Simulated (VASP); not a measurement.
Runs of VASP 6.6.1 on MgBe2SO2. The structure is that of space group P4/mmm (No. 123), or close to it. The cells are those of the table. The cell was built from a structure type or drawn by symmetry, and may not be a known phase.

```csv
task,spin,cell,k mesh,cutoff (eV),gap on the mesh (eV),pressure (GPa),moment (μB)
single point,off,"a = 3.682, b = 3.682, c = 5.288 Å, 6 atoms",6 × 6 × 4,600,none,18.7,-
single point,"collinear, ferromagnetic start","a = 4.351, b = 4.351, c = 4.142 Å, 6 atoms",6 × 6 × 4,520,none,0.1,(a)
single point,off,"a = 4.352, b = 4.352, c = 4.142 Å, 6 atoms",10 × 10 × 10,520,none,0.1,-
relaxation of cell and atoms,off,"relaxed from a = 4.351, b = 4.351, c = 4.142 Å, 6 atoms",10 × 10 × 10,600,none,0.0,-
single point,"collinear, ferromagnetic start","a = 3.682, b = 3.682, c = 5.288 Å, 6 atoms",6 × 6 × 4,520,none,18.8,0.01
```

Alike in all rows: level PBE; potentials or basis VASP PAW PBE potentials, release 64 (Mg, Be, S, O); smearing gaussian 0.1 eV.

Q: Estimate the missing entries.

A: (a) 0.00.

Caveats: some runs use coarse meshes; semilocal functionals underestimate gaps, so a narrow gap can read as zero; the cell stands under pressure (at least some runs).

A gap of «none» marks levels without a gap at the run's occupations.
